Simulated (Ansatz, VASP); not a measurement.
**TiO: VASP beside Ansatz**

```
Ti O
1.0
     2.84197    0.00000    0.00000
    -1.42098    2.46121    0.00000
     0.00000    0.00000    2.74294
Ti O
1 1
Direct
  0.66667 0.33333 0.00000
  0.00000 0.00000 0.50000
```

Alike in both runs: task single point; functional r2SCAN; k mesh 30 × 30 × 24; occupations gaussian, width 0.15 eV; no spin polarisation.

|  | VASP | Ansatz |
| --- | --- | --- |
| version | VASP 6.6.1 | Ansatz 0.2.0 |
| potentials or method | VASP PAW PBE potentials, release 64 (Ti_sv, O), cutoff 520 eV | scalar-relativistic, plane waves, PAW |
| valence electrons in the cell | 18 | 18 |

|  | VASP | Ansatz | Ansatz less VASP |
| --- | --- | --- | --- |
| gap on the k mesh at the Fermi level (eV) | none | none | - |
| pressure (GPa) | 2.9 | 1.0 | -1.86 |
| traceless stress, the component that is largest in VASP (GPa) | 12.43 | 12.03 | -0.397 |

VASP's potentials were made for PBE, not for r2SCAN. A gap of «none» marks a metal or a gap that the smearing closes. The functional is the same, so the differences come from potentials, cutoffs and numerics.
